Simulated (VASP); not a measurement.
# HgTe (Fm-3m) in VASP: a series of runs, part 3 of 3

VASP 6.6.1. The steps go on from the part before.

## 5. Single point, r2SCAN (volume scaled by 1.06)

Contents of POSCAR:

```
HgTe
1.0
    0.0000000000      3.1068059186      3.1068059186
    3.1068059186      0.0000000000      3.1068059186
    3.1068059186      3.1068059186      0.0000000000
Hg Te
1 1
Direct
    0.0000000000      0.0000000000      0.0000000000
    0.5000000000      0.5000000000      0.5000000000
```

Contents of INCAR.step1:

```
SYSTEM = HgTe
  PREC = Accurate
  ENCUT = 520
  ISMEAR = 0
  SIGMA = 0.1
  LREAL = .FALSE.
  LASPH = .TRUE.
  NELM = 80
  NBANDS = 16
  GGA = PE
  ALGO = Normal
  EDIFF = 1E-4
  LWAVE = .TRUE.
  LCHARG = .FALSE.
```

Contents of INCAR.step2:

```
SYSTEM = HgTe
  PREC = Accurate
  ENCUT = 520
  EDIFF = 1E-6
  ISMEAR = 0
  SIGMA = 0.1
  LREAL = .FALSE.
  LASPH = .TRUE.
  NELM = 80
  ALGO = Normal
  ISIF = 2
  LWAVE = .FALSE.
  LCHARG = .FALSE.
  METAGGA = R2SCAN
  LMIXTAU = .TRUE.
  NBANDS = 16
  ISTART = 1
```

Contents of KPOINTS:

```
regular mesh
0
G
  12 12 12
  0 0 0
```

The run is started by

```
$ cat potpaw_PBE.64/Hg/POTCAR potpaw_PBE.64/Te/POTCAR > POTCAR
$ cp INCAR.step1 INCAR
$ mpirun -np 1 vasp_std > vasp.out
$ cp INCAR.step2 INCAR
$ mpirun -np 1 vasp_std > vasp.out
```

Run time: 3.6 min. Hardware: 1 thread of Intel Xeon Platinum 8259CL at 2.50GHz (Skylake/Cascade Lake), shared host; peak memory 0.26 GiB.

The run converged. Its results:

| Quantity | Value |
| --- | --- |
| Free energy | -74.8357 eV |
| Pressure | -2.5 GPa |
| Band gap on the k mesh | zero (band 9 reaches 3.81 eV, above the bottom of band 10 at 1.46 eV) |

Levels at points of the mesh, in eV from the Fermi level:
```
           k point  band 7  band 8  band 9  band 10  band 11  band 12
(0.00, 0.00, 0.00)   -0.84   -0.66   -0.66    -0.66     8.08     8.08
(0.50, 0.00, 0.00)   -5.42    0.23    0.23     3.15     3.69     4.39
(0.50, 0.50, 0.00)   -3.98   -2.57   -2.11    -2.11     5.30     9.50
```

Caveat: the cell differs from its parent crystal (volume scaled by 1.06); the PAW data sets were made with another functional, which shifts forces and pressure a little; spin-orbit coupling is left out, which moves the levels of the heavy elements.

## 6. Relaxation of cell and atoms, r2SCAN

Contents of POSCAR:

```
HgTe
1.0
    0.0000000000      3.0470447706      3.0470447706
    3.0470447706      0.0000000000      3.0470447706
    3.0470447706      3.0470447706      0.0000000000
Hg Te
1 1
Direct
    0.0000000000      0.0000000000      0.0000000000
    0.5000000000      0.5000000000      0.5000000000
```

Contents of INCAR.step1:

```
ALGO     = Normal         # electronic algorithm
EDIFF    = 1E-4           # SCF threshold, eV
ENCUT    = 600            # plane-wave cutoff, eV
GGA      = PE             # functional
ISMEAR   = 0              # smearing method
LASPH    = T              # aspherical terms in the spheres
LCHARG   = F              # write CHGCAR
LREAL    = F              # projectors in reciprocal space
LWAVE    = T              # write WAVECAR
NELM     = 100            # most SCF steps
PREC     = Accurate       # precision mode
SIGMA    = 0.1            # smearing width, eV
```

Contents of INCAR.step2:

```
ALGO     = Normal         # electronic algorithm
EDIFF    = 1E-7           # SCF threshold, eV
EDIFFG   = -0.005         # ionic threshold
ENCUT    = 600            # plane-wave cutoff, eV
IBRION   = 2              # ionic algorithm
ISIF     = 3              # what is computed and relaxed
ISMEAR   = 0              # smearing method
ISTART   = 1            
LASPH    = T              # aspherical terms in the spheres
LCHARG   = F              # write CHGCAR
LMIXTAU  = T            
LREAL    = F              # projectors in reciprocal space
LWAVE    = F              # write WAVECAR
METAGGA  = R2SCAN         # meta-GGA
NELM     = 100            # most SCF steps
NSW      = 100            # ionic steps
PREC     = Accurate       # precision mode
SIGMA    = 0.1            # smearing width, eV
```

Contents of KPOINTS:

```
k-points
0
Gamma
  12 12 12
```

Potentials or basis: VASP PAW PBE potentials, release 64 (Hg, Te).

The run is started by

```
$ cat potpaw_PBE.64/Hg/POTCAR potpaw_PBE.64/Te/POTCAR > POTCAR
$ cp INCAR.step1 INCAR
$ mpirun -np 1 vasp_std > vasp.out
$ cp INCAR.step2 INCAR
$ mpirun -np 1 vasp_std > vasp.out
```

Run time: 7.9 min. Hardware: 1 thread of Intel Xeon Platinum 8259CL at 2.50GHz (Skylake/Cascade Lake), shared host; peak memory 0.27 GiB.

It converged, with:

| Item | Value |
| --- | --- |
| Free energy | -74.8627 eV |
| Relaxed volume | 28.37 Å³/atom |
| Relaxed cell | a = 4.313 Å, b = 4.313 Å, c = 4.313 Å, α = 60.00°, β = 60.00°, γ = 60.00° |
| Space group after relaxing (to 0.05 Å) | Fm-3m (No. 225) |
| Energy gained by relaxing | 0.0 meV/atom |
| Ionic steps | 3 |
| Pressure after relaxing | 0.0 GPa |
| Band gap on the k mesh | zero (band 9 reaches 4.46 eV, above the bottom of band 10 at 1.84 eV) |

Final structure:
```cif
data_structure
_symmetry_space_group_name_H-M 'P 1'
_symmetry_Int_Tables_number 1
_cell_length_a 4.3134
_cell_length_b 4.3134
_cell_length_c 4.3134
_cell_angle_alpha 60.000
_cell_angle_beta 60.000
_cell_angle_gamma 60.000
_cell_volume 56.75
loop_
_atom_site_label
_atom_site_type_symbol
_atom_site_fract_x
_atom_site_fract_y
_atom_site_fract_z
_atom_site_occupancy
Hg1 Hg 0.00000 0.00000 0.00000 1
Te1 Te 0.50000 0.50000 0.50000 1
```

Levels at points of the mesh, in eV from the Fermi level:
| k point | band 6 | band 7 | band 8 | band 9 | band 10 | band 11 | band 12 | band 13 |
| --- | --- | --- | --- | --- | --- | --- | --- | --- |
| (0.00, 0.00, 0.00) | -6.91 | -0.74 | -0.74 | -0.74 | -0.61 | 8.11 | 8.11 | 8.11 |
| (0.50, 0.00, 0.00) | -6.75 | -5.68 | 0.28 | 0.28 | 3.10 | 3.98 | 4.30 | 4.30 |
| (0.50, 0.50, 0.00) | -6.02 | -4.35 | -2.66 | -2.34 | -2.34 | 5.22 | 9.81 | 9.81 |

Caveat: the PAW data sets were made with another functional, which shifts forces and pressure a little; spin-orbit coupling is left out, which moves the levels of the heavy elements.

## 7. Summary

| task | cell | cutoff (eV) | gap on the mesh (eV) | pressure (GPa) |
| --- | --- | --- | --- | --- |
| single point | a = 4.309 Å, angles 60.0°, 2 atoms | 520 | none | 0.1 |
| single point | a = 4.352 Å, angles 60.0°, 2 atoms | 520 | none | -1.3 |
| single point | a = 4.394 Å, angles 60.0°, 2 atoms | 520 | none | -2.5 |
| relaxation of cell and atoms | relaxed from a = 4.309 Å, angles 60.0°, 2 atoms | 600 | none | 0.0 |

Alike in all rows: level r2SCAN; potentials or basis VASP PAW PBE potentials, release 64 (Hg, Te); no spin polarisation; k mesh 12 × 12 × 12; smearing gaussian 0.1 eV.

Caveats: the PAW data sets were made with another functional, which shifts forces and pressure a little; spin-orbit coupling is left out, which moves the levels of the heavy elements.

Total energies depend on the potentials used, so only differences within one code and one set of settings carry meaning.
